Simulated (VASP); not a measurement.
Runs of VASP 6.6.1 on Ir. The structure is that of space group P6/mmm (No. 191), or close to it. The cells are those of the table. 

```tsv
task	cell	k mesh	cutoff (eV)	gap on the mesh (eV)	pressure (GPa)	relaxed volume (Å³/atom)
single point	a = 2.629, b = 2.629, c = 2.566 Å, angles 90.0, 90.0, 120.0°, 1 atom	24 × 24 × 22	520	none	0.6	-
single point	a = 2.619, b = 2.619, c = 2.448 Å, angles 90.0, 90.0, 120.0°, 1 atom	9 × 9 × 8	520	none	19.5	-
relaxation of cell and atoms	relaxed from a = 2.625, b = 2.625, c = 2.566 Å, angles 90.0, 90.0, 120.0°, 1 atom	24 × 24 × 22	600	none	0.0	(a)
single point	a = 2.625, b = 2.625, c = 2.566 Å, angles 90.0, 90.0, 120.0°, 1 atom	9 × 9 × 8	520	none	(b)	-
relaxation of cell and atoms	relaxed from a = 2.619, b = 2.619, c = 2.448 Å, angles 90.0, 90.0, 120.0°, 1 atom	9 × 9 × 8	600	none	-0.3	15.38
```

Alike in all rows: level PBEsol; potentials or basis VASP PAW PBE potentials, release 64 (Ir); no spin polarisation; smearing gaussian 0.1 eV.

Problem. Estimate the missing entries.

Solution. (a) 15.39; (b) 0.9.

Caveats: the PAW data sets were made with another functional, which shifts forces and pressure a little; spin-orbit coupling is left out, which moves the levels of the heavy elements.

A k mesh can miss the band edges, and the runs leave out spin-orbit coupling on Ir.

A gap of «none» marks levels without a gap at the run's occupations.
